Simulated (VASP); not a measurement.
# N (Pa-3) in VASP: further runs

Runs on N. Level: LDA. Tasks: single point, relaxation of cell and atoms.

All numbers are computed with VASP 6.6.1; they aren't measurements. Logs are shortened: lines on timing, memory, paths and dates and some standing lists are left out, and cuts for length are marked.

### Step 1. The cell of the first run

Symmetry: Pa-3, No. 205, cubic system. Conventional cell: a = 5.226 Å, b = 5.226 Å, c = 5.226 Å, α = 90.00°, β = 90.00°, γ = 90.00°. Within 1.5 Å of N (site symmetry 3) lie 1 N at 1.09 Å.

### Step 2. Single point, LDA

INCAR

```
SYSTEM = N
PREC     = Accurate       ! precision mode
ENCUT    = 520            ! plane-wave cutoff, eV
EDIFF    = 1E-6           ! SCF threshold, eV
ISMEAR   = -1             ! smearing method
SIGMA    = 0.05           ! smearing width, eV
LREAL    = .False.        ! projectors in reciprocal space
LASPH    = .True.         ! aspherical terms in the spheres
NELM     = 80             ! most SCF steps
ALGO     = Normal         ! electronic algorithm
ISIF     = 2              ! what is computed and relaxed
LWAVE    = .False.        ! write WAVECAR
LCHARG   = .False.        ! write CHGCAR
GGA      = CA             ! functional
NBANDS   = 30             ! bands
```

KPOINTS

```
regular mesh
0
Gamma
  3 3 3
  0 0 0
```

POSCAR

```
N
1.0
    5.2260471121      0.0000000000      0.0000000000
    0.0000000000      5.2260471121      0.0000000000
    0.0000000000      0.0000000000      5.2260471121
N
8
Direct
    0.0603831954      0.0603831954      0.0603831954
    0.4396168046      0.9396168046      0.5603831954
    0.5603831954      0.4396168046      0.9396168046
    0.9396168046      0.5603831954      0.4396168046
    0.9396168046      0.9396168046      0.9396168046
    0.5603831954      0.0603831954      0.4396168046
    0.4396168046      0.5603831954      0.0603831954
    0.0603831954      0.4396168046      0.5603831954
```

Potentials or basis: VASP PAW LDA potentials, release 64 (N).

Run with:

```bash
cat potpaw_LDA.64/N/POTCAR > POTCAR
mpirun -np 1 vasp_std > vasp.out
```

OUTCAR:

```text
SYSTEM = N
   PREC = Accurate
   ENCUT = 520
   EDIFF = 1E-6
   ISMEAR = -1
   LREAL = .False.
   LASPH = .True.
   NELM = 80
   ISIF = 2
   GGA = CA

 ion  position               nearest neighbor table
   1  0.060  0.060  0.060-   5 1.09
   2  0.440  0.940  0.560-   6 1.09
   3  0.560  0.440  0.940-   7 1.09
   4  0.940  0.560  0.440-   8 1.09
   5  0.940  0.940  0.940-   1 1.09
   6  0.560  0.060  0.440-   2 1.09
   7  0.440  0.560  0.060-   3 1.09
   8  0.060  0.440  0.560-   4 1.09

  LATTYP: Found a simple cubic cell.
 ALAT       =     5.2260471121

  Lattice vectors:

 A1 = (   5.2260471121,   0.0000000000,   0.0000000000)
 A2 = (   0.0000000000,   5.2260471121,   0.0000000000)
 A3 = (   0.0000000000,   0.0000000000,   5.2260471121)

Analysis of symmetry for initial positions (statically):
=====================================================================
 Subroutine PRICEL returns:
 Original cell was already a primitive cell.

 Routine SETGRP: Setting up the symmetry group for a
 simple cubic supercell.

 Subroutine GETGRP returns: Found 24 space group operations
 (whereof  6 operations were pure point group operations)
 out of a pool of 48 trial point group operations.

The static configuration has the point symmetry S_6 .
 The point group associated with its full space group is T_h .

Analysis of symmetry for dynamics (positions and initial velocities):
=====================================================================
 Subroutine PRICEL returns:
 Original cell was already a primitive cell.

 Routine SETGRP: Setting up the symmetry group for a
 simple cubic supercell.

 Subroutine GETGRP returns: Found 24 space group operations
 (whereof  6 operations were pure point group operations)
 out of a pool of 48 trial point group operations.

The dynamic configuration has the point symmetry S_6 .
 The point group associated with its full space group is T_h .

 Subroutine INISYM returns: Found 24 space group operations
 (whereof  6 operations are pure point group operations),
 and found     1 'primitive' translations

----------------------------------------------------------------------------------------

                                     Primitive cell

  volume of cell :     142.7315

  direct lattice vectors                    reciprocal lattice vectors
     5.226047112  0.000000000  0.000000000     0.191349213  0.000000000  0.000000000
     0.000000000  5.226047112  0.000000000     0.000000000  0.191349213  0.000000000
     0.000000000  0.000000000  5.226047112     0.000000000  0.000000000  0.191349213

  length of vectors
     5.226047112  5.226047112  5.226047112     0.191349213  0.191349213  0.191349213

  position of ions in fractional coordinates (direct lattice)
     0.060383195  0.060383195  0.060383195
     0.439616805  0.939616805  0.560383195
     0.560383195  0.439616805  0.939616805
     0.939616805  0.560383195  0.439616805
     0.939616805  0.939616805  0.939616805
     0.560383195  0.060383195  0.439616805
     0.439616805  0.560383195  0.060383195
     0.060383195  0.439616805  0.560383195

  ion indices of the primitive-cell ions
   primitive index   ion index
                 1           1
                 2           2
                 3           3
                 4           4
                 5           5
                 6           6
                 7           7
                 8           8

----------------------------------------------------------------------------------------

 KPOINTS: regular mesh

Automatic generation of k-mesh.
 Grid dimensions read from file:
 generate k-points for:    3    3    3

 Generating k-lattice:

  Cartesian coordinates                     Fractional coordinates (reciprocal lattice)
     0.063783071  0.000000000  0.000000000     0.333333333  0.000000000  0.000000000
     0.000000000  0.063783071  0.000000000     0.000000000  0.333333333  0.000000000
     0.000000000  0.000000000  0.063783071     0.000000000  0.000000000  0.333333333

  Length of vectors
     0.063783071  0.063783071  0.063783071

[... 41 lines left out ...]
   LRPA    =     F    only Hartree local field effects (RPA)
 non-spin polarized calculation
  energy-cutoff  :      520.00
  volume of cell :      142.73
 maximum number of plane-waves:      3887
 NGX is ok and might be reduce to    40
   NGX = 19   NGY = 19   NGZ = 19

 number of electron      39.9999998 magnetization

 Free energy of the ion-electron system (eV)
  ---------------------------------------------------
  ext. energy  EPLUGINS =         0.00000000
  ---------------------------------------------------
  free energy    TOTEN  =       -70.42977191 eV

  energy without entropy =      -70.42977191  energy(sigma->0) =      -70.42977191

 E-fermi :  -4.4570     XC(G=0):  -7.9805

 val. band max:       -5.6578534041   @ k =   0.3333   0.0000   0.0000
 cond. band min:       1.1757055796   @ k =   0.0000   0.0000   0.0000
 fundamental gap:      6.8335589837
 Fermi energy:        -4.4570409391

 k-point     1 :       0.0000    0.0000    0.0000
  band No.  band energies     occupation
      1     -24.1951      2.00000
      2     -24.0676      2.00000
      3     -24.0676      2.00000
      4     -24.0676      2.00000
      5      -9.2331      2.00000
      6      -9.2331      2.00000
[... 22 lines left out ...]
     29       6.2842      0.00000
     30       9.1646      0.00000

 k-point     2 :       0.3333    0.0000    0.0000
  band No.  band energies     occupation
      1     -24.1630      2.00000
      2     -24.0993      2.00000
      3     -24.0672      2.00000
      4     -24.0672      2.00000
      5      -9.1836      2.00000
      6      -9.1701      2.00000
[... 22 lines left out ...]
     29       6.4907      0.00000
     30       7.5893      0.00000

 k-point     3 :       0.3333    0.3333    0.0000
  band No.  band energies     occupation
      1     -24.1389      2.00000
      2     -24.0909      2.00000
      3     -24.0909      2.00000
      4     -24.0749      2.00000
      5      -9.1779      2.00000
      6      -9.1462      2.00000
[... 22 lines left out ...]
     29       6.6905      0.00000
     30       7.6434      0.00000

 k-point     4 :       0.3333    0.3333    0.3333
  band No.  band energies     occupation
      1     -24.1226      2.00000
      2     -24.0906      2.00000
      3     -24.0906      2.00000
      4     -24.0906      2.00000
      5      -9.2270      2.00000
      6      -9.2270      2.00000
[... 22 lines left out ...]
     29       6.9312      0.00000
     30       7.6609      0.00000

------------------------ aborting loop because EDIFF is reached ----------------------------------------

  FORCE on cell =-STRESS in cart. coord.  units (eV):
  Direction    XX          YY          ZZ          XY          YZ          ZX
  --------------------------------------------------------------------------------------
  -------------------------------------------------------------------------------------
  Total        2.0822073      2.0822073      2.0822073      0.0000000      0.0000000     -0.0000000
  in kB       23.3730063     23.3730063     23.3730063      0.0000000      0.0000000     -0.0000000
  external PRESSURE =      23.3730063 kB  Pullay stress =       0.0000000 kB

 VOLUME and BASIS-vectors are now :
 -----------------------------------------------------------------------------
  energy-cutoff  :      520.00
  volume of cell :      142.73
      direct lattice vectors                 reciprocal lattice vectors
     5.226047112  0.000000000  0.000000000     0.191349213  0.000000000  0.000000000
     0.000000000  5.226047112  0.000000000     0.000000000  0.191349213  0.000000000
     0.000000000  0.000000000  5.226047112     0.000000000  0.000000000  0.191349213

 POSITION                                       TOTAL-FORCE (eV/Angst)
 -----------------------------------------------------------------------------------
      0.31557      0.31557      0.31557         0.888014      0.888014      0.888014
      2.29746      4.91048      2.92859        -0.888014     -0.888014      0.888014
      2.92859      2.29746      4.91048         0.888014     -0.888014     -0.888014
      4.91048      2.92859      2.29746        -0.888014      0.888014     -0.888014
      4.91048      4.91048      4.91048        -0.888014     -0.888014     -0.888014
      2.92859      0.31557      2.29746         0.888014      0.888014     -0.888014
      2.29746      2.92859      0.31557        -0.888014      0.888014      0.888014
      0.31557      2.29746      2.92859         0.888014     -0.888014      0.888014
 -----------------------------------------------------------------------------------
    total drift:                                0.000000      0.000000      0.000000

  FREE ENERGIE OF THE ION-ELECTRON SYSTEM (eV)
  ---------------------------------------------------
  free  energy   TOTEN  =       -70.4297719115 eV

  energy  without entropy=      -70.4297719114  energy(sigma->0) =      -70.42977191
```

Wall time 12 s (1 thread of Intel Xeon Platinum 8375C at 2.90GHz (Ice Lake), shared host); peak memory 0.18 GiB.

Results:

| Item | Value |
| --- | --- |
| Free energy | -70.4298 eV |
| Pressure | 2.3 GPa |
| Largest force | 1.538 eV/Å |
| Band gap on the k mesh | 6.83 eV, indirect (least direct gap 6.88 eV) |

Forces on the atoms (eV/Å):
```
N    0.888  0.888  0.888
N   -0.888 -0.888  0.888
N    0.888 -0.888 -0.888
N   -0.888  0.888 -0.888
N   -0.888 -0.888 -0.888
N    0.888  0.888 -0.888
N   -0.888  0.888  0.888
N    0.888 -0.888  0.888
```

Levels at points of the mesh, in eV from the valence-band top:
| k point | band 17 | band 18 | band 19 | band 20 | band 21 | band 22 | band 23 | band 24 |
| --- | --- | --- | --- | --- | --- | --- | --- | --- |
| (0.00, 0.00, 0.00) | -1.51 | -0.05 | -0.05 | -0.05 | 6.83 | 6.83 | 6.83 | 8.11 |

Caveat: the standard files for N, O and F lose accuracy on very short bonds; forces of over 1 eV/Å act on the atoms, so gaps and moduli don't describe the material at rest.

### Step 3. Relaxation of cell and atoms, LDA

This run uses another cell than the first one, of 22.47 Å³/atom, 1.260 times its volume.

INCAR

```
PREC     = Accurate       # precision mode
ENCUT    = 600            # plane-wave cutoff, eV
EDIFF    = 1E-6           # SCF threshold, eV
ISMEAR   = -1             # smearing method
SIGMA    = 0.05           # smearing width, eV
LREAL    = F              # projectors in reciprocal space
LASPH    = T              # aspherical terms in the spheres
NELM     = 80             # most SCF steps
ALGO     = Normal         # electronic algorithm
ISIF     = 3              # what is computed and relaxed
LWAVE    = F              # write WAVECAR
LCHARG   = F              # write CHGCAR
GGA      = CA             # functional
IBRION   = 2              # ionic algorithm
NSW      = 80             # ionic steps
EDIFFG   = -0.01          # ionic threshold
```

KPOINTS

```
regular mesh
0
Gamma
  3 3 3
```

POSCAR

```
N
1.0
    5.6440000000      0.0000000000      0.0000000000
    0.0000000000      5.6440000000      0.0000000000
    0.0000000000      0.0000000000      5.6440000000
N
8
Direct
    0.0540000000      0.0540000000      0.0540000000
    0.4460000000      0.9460000000      0.5540000000
    0.5540000000      0.4460000000      0.9460000000
    0.9460000000      0.5540000000      0.4460000000
    0.9460000000      0.9460000000      0.9460000000
    0.5540000000      0.0540000000      0.4460000000
    0.4460000000      0.5540000000      0.0540000000
    0.0540000000      0.4460000000      0.5540000000
```

Potentials or basis: VASP PAW LDA potentials, release 64 (N).

Run with:

```bash
cat potpaw_LDA.64/N/POTCAR > POTCAR
mpirun -np 1 vasp_std > vasp.out
```

It took 3.9 min on 1 thread of Intel Xeon Platinum 8375C at 2.90GHz (Ice Lake), shared host; peak memory 0.24 GiB.

The run converged. Its results:

| Quantity | Value |
| --- | --- |
| Free energy | -70.5155 eV |
| Relaxed volume | 17.25 Å³/atom |
| Relaxed cell | a = 5.168 Å, b = 5.168 Å, c = 5.168 Å, α = 90.00°, β = 90.00°, γ = 90.00° |
| Space group after relaxing (to 0.05 Å) | Pa-3 (No. 205) |
| Energy gained by relaxing | 113.8 meV/atom |
| Ionic steps | 28 |
| Pressure after relaxing | 0.0 GPa |
| Largest force after relaxing | 0.008 eV/Å |
| Band gap on the k mesh | 6.65 eV, indirect (least direct gap 6.71 eV) |

Forces in eV/Å, atoms in the order of the input:
```
N   -0.005 -0.005 -0.005
N    0.005  0.005 -0.005
N   -0.005  0.005  0.005
N    0.005 -0.005  0.005
N    0.005  0.005  0.005
N   -0.005 -0.005  0.005
N    0.005 -0.005 -0.005
N   -0.005  0.005 -0.005
```

The path:
| step | energy change (eV) | largest force (eV/Å) | pressure (GPa) | volume (Å³) |
| --- | --- | --- | --- | --- |
| 1 | 0.0000 | 8.6855 | 10.19 | 179.79 |
| 2 | 43.9852 | 8.2235 | -18.46 | 219.60 |
| 3 | 21.6886 | 14.8168 | -25.48 | 198.62 |
| 4 | 4.0756 | 13.1396 | -19.55 | 186.41 |
| 5 | -0.0048 | 6.6303 | -9.65 | 182.37 |
| 6 | -0.5784 | 3.5419 | -5.40 | 181.23 |
| 7 | -0.7672 | 0.4676 | -1.31 | 180.32 |
| 8 | -0.7706 | 0.0388 | -0.74 | 180.20 |
| 9 | -0.7707 | 0.0411 | -0.64 | 180.18 |
| 10 | -0.7707 | 0.0691 | -0.59 | 180.17 |
| 11 | -0.7784 | 0.0961 | -0.57 | 178.36 |
| 12 | -0.8013 | 0.1886 | -0.45 | 173.00 |
| 13 | -0.8434 | 0.4405 | -0.03 | 162.61 |
| 14 | -0.8876 | 1.2204 | 1.75 | 143.09 |
| 15 | -0.8884 | 1.2006 | 1.71 | 142.98 |
| 16 | -0.8907 | 1.1376 | 1.64 | 142.64 |
| 17 | -0.8948 | 1.0148 | 1.47 | 141.95 |
| 18 | -0.9016 | 0.7738 | 1.15 | 140.59 |
| 19 | -0.9092 | 0.3090 | 0.52 | 137.89 |
| 20 | -0.9100 | 0.0890 | 0.22 | 136.59 |
| 21 | -0.9100 | 0.1100 | 0.26 | 136.72 |
| 22 | -0.9101 | 0.1062 | 0.24 | 136.84 |
| 23 | -0.9102 | 0.0948 | 0.19 | 137.20 |
| 24 | -0.9103 | 0.0705 | 0.12 | 137.92 |
| 25 | -0.9103 | 0.0619 | 0.10 | 138.17 |
| 26 | -0.9104 | 0.0245 | 0.02 | 138.08 |
| 27 | -0.9104 | 0.0174 | -0.04 | 137.99 |
| 28 | -0.9104 | 0.0079 | -0.02 | 138.01 |

Final structure:
```xyz
8
Lattice="5.1678 0.0000 0.0000 0.0000 5.1678 0.0000 0.0000 0.0000 5.1678" Properties=species:S:1:pos:R:3 pbc="T T T"
N     0.3183    0.3183    0.3183
N     2.2656    4.8495    2.9022
N     2.9022    2.2656    4.8495
N     4.8495    2.9022    2.2656
N     4.8495    4.8495    4.8495
N     2.9022    0.3183    2.2656
N     2.2656    2.9022    0.3183
N     0.3183    2.2656    2.9022
```

Levels at points of the mesh, in eV from the valence-band top:
```tsv
k point	band 16	band 17	band 18	band 19	band 20	band 21	band 22	band 23	band 24	band 25
(0.00, 0.00, 0.00)	-1.43	-1.43	-0.06	-0.06	-0.06	6.65	6.65	6.65	7.98	7.98
```

Caveat: the standard files for N, O and F lose accuracy on very short bonds; the volume moved by over 15 % at a fixed basis, so the end points are rough; the volume moved by -23 % from the deposited cell, more than functionals usually miss. LDA usually gives volumes a few per cent too small.

### Step 4. Single point, LDA

INCAR

```
SYSTEM = N
PREC     = Accurate       ! precision mode
ENCUT    = 520            ! plane-wave cutoff, eV
EDIFF    = 1E-6           ! SCF threshold, eV
ISMEAR   = -1             ! smearing method
SIGMA    = 0.05           ! smearing width, eV
LREAL    = .False.        ! projectors in reciprocal space
LASPH    = .True.         ! aspherical terms in the spheres
NELM     = 80             ! most SCF steps
ALGO     = Normal         ! electronic algorithm
ISIF     = 2              ! what is computed and relaxed
LWAVE    = .False.        ! write WAVECAR
LCHARG   = .False.        ! write CHGCAR
GGA      = CA             ! functional
NBANDS   = 30             ! bands
```

KPOINTS

```
Automatic mesh
0
Gamma
  6 6 6
  0 0 0
```

POSCAR

```
N
1.0
    5.2260471121      0.0000000000      0.0000000000
    0.0000000000      5.2260471121      0.0000000000
    0.0000000000      0.0000000000      5.2260471121
N
8
Direct
    0.0603831954      0.0603831954      0.0603831954
    0.4396168046      0.9396168046      0.5603831954
    0.5603831954      0.4396168046      0.9396168046
    0.9396168046      0.5603831954      0.4396168046
    0.9396168046      0.9396168046      0.9396168046
    0.5603831954      0.0603831954      0.4396168046
    0.4396168046      0.5603831954      0.0603831954
    0.0603831954      0.4396168046      0.5603831954
```

Run with:

```bash
cat potpaw_LDA.64/N/POTCAR > POTCAR
mpirun -np 1 vasp_std > vasp.out
```

It took 62 s on 1 thread of Intel Xeon Platinum 8375C at 2.90GHz (Ice Lake), shared host; peak memory 0.22 GiB.

The run converged. Its results:

* Free energy: -70.4298 eV
* Pressure: 2.3 GPa
* Largest force: 1.538 eV/Å
* Band gap on the k mesh: 6.82 eV, indirect (least direct gap 6.88 eV)

Forces on the atoms (eV/Å):
```
N    0.888  0.888  0.888
N   -0.888 -0.888  0.888
N    0.888 -0.888 -0.888
N   -0.888  0.888 -0.888
N   -0.888 -0.888 -0.888
N    0.888  0.888 -0.888
N   -0.888  0.888  0.888
N    0.888 -0.888  0.888
```

Levels at points of the mesh, in eV from the valence-band top:
```tsv
k point	band 17	band 18	band 19	band 20	band 21	band 22	band 23	band 24
(0.00, 0.00, 0.00)	-1.52	-0.06	-0.06	-0.06	6.82	6.82	6.82	8.10
(0.50, 0.00, 0.00)	-0.41	-0.41	0.00	0.00	7.23	7.23	7.76	7.76
(0.50, 0.50, 0.00)	-0.23	-0.23	-0.23	-0.23	7.76	7.76	7.76	7.76
(0.50, 0.50, 0.50)	-0.41	-0.41	-0.41	-0.41	7.77	7.77	7.77	7.77
```

Caveat: the standard files for N, O and F lose accuracy on very short bonds; forces of over 1 eV/Å act on the atoms, so gaps and moduli don't describe the material at rest.

### Step 5. Summary

| task | cell | k mesh | cutoff (eV) | gap on the mesh (eV) | pressure (GPa) | largest force (eV/Å) |
| --- | --- | --- | --- | --- | --- | --- |
| single point | a = 5.226 Å, 8 atoms | 3 × 3 × 3 | 520 | 6.83 | 2.3 | 1.54 |
| relaxation of cell and atoms | relaxed from a = 5.644 Å, 8 atoms | 3 × 3 × 3 | 600 | 6.65 | 0.0 | 0.01 |
| single point | a = 5.226 Å, 8 atoms | 6 × 6 × 6 | 520 | 6.82 | 2.3 | 1.54 |

Alike in all rows: level LDA; potentials or basis VASP PAW LDA potentials, release 64 (N); no spin polarisation; smearing fermi-dirac 0.05 eV.

Caveats: the standard files for N, O and F lose accuracy on very short bonds; forces of over 1 eV/Å act on the atoms, so gaps and moduli don't describe the material at rest (some runs); the volume moved by over 15 % at a fixed basis, so the end points are rough (some runs); the volume moved by -23 % from the deposited cell, more than functionals usually miss (some runs).

Total energies depend on the potentials used, so only differences within one code and one set of settings carry meaning.
